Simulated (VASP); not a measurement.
Wanted: the native input for a VASP 6.6.1 run.

| Property | Result |
| --- | --- |
| Task | single point |
| Functional | BLYP |
| Dispersion | D3(BJ) |
| Potentials or basis | VASP PAW PBE potentials, release 64 (Re) |
| Cutoff | 520 eV |
| k mesh | 11 × 11 × 6 |
| Occupations | fermi-dirac, width 0.05 eV |
| Spin | no spin polarisation |
| Dipole correction | no |
| Further INCAR settings | ALGO = Normal; EDIFF = 1e-07; NBANDS = 14 |

The structure of Re lies in POSCAR:

```
Re
1.0
    2.7608000000      0.0000000000      0.0000000000
   -1.3804000000      2.3909229348      0.0000000000
    0.0000000000      0.0000000000      4.4582000000
Re
2
Direct
    0.6666666667      0.3333333333      0.7500000000
    0.3333333333      0.6666666667      0.2500000000
```

One way to write it, as run:

INCAR

```
PREC = Accurate
ENCUT = 520
EDIFF = 1E-7
ISMEAR = -1
SIGMA = 0.05
LREAL = False
LASPH = True
NELM = 100
ALGO = Normal
ISIF = 2
LWAVE = False
LCHARG = False
GGA = B5
ALDAX = 1.0
AGGAX = 1.0
AGGAC = 1.0
ALDAC = 0.0
IVDW = 12
VDW_S6 = 1.0
VDW_S8 = 2.6996
VDW_A1 = 0.4298
VDW_A2 = 4.2359
NBANDS = 14
```

KPOINTS

```
Automatic mesh
0
Gamma
  11 11 6
```

Potentials or basis: VASP PAW PBE potentials, release 64 (Re).

Command:

```bash
$ cat potpaw_PBE.64/Re/POTCAR > POTCAR
$ mpirun -np 1 vasp_std > vasp.out
```

Results of the run:

```
Pressure                   : 4.0 GPa
Band gap on the k mesh     : zero (band 7 reaches 10.09 eV, above the bottom of band 8 at 6.74 eV)
Dispersion energy per atom : -1.594 eV
```

Caveat: the PAW data sets were made with another functional, which shifts forces and pressure a little; spin-orbit coupling is left out, which moves the levels of the heavy elements; pairwise dispersion overbinds metals, which lowers pressure and volume.

Run time: 16 s on 1 thread of Intel(R) Xeon(R) 6975P-C (Granite Rapids) (shared host), peak memory 0.17 GiB.
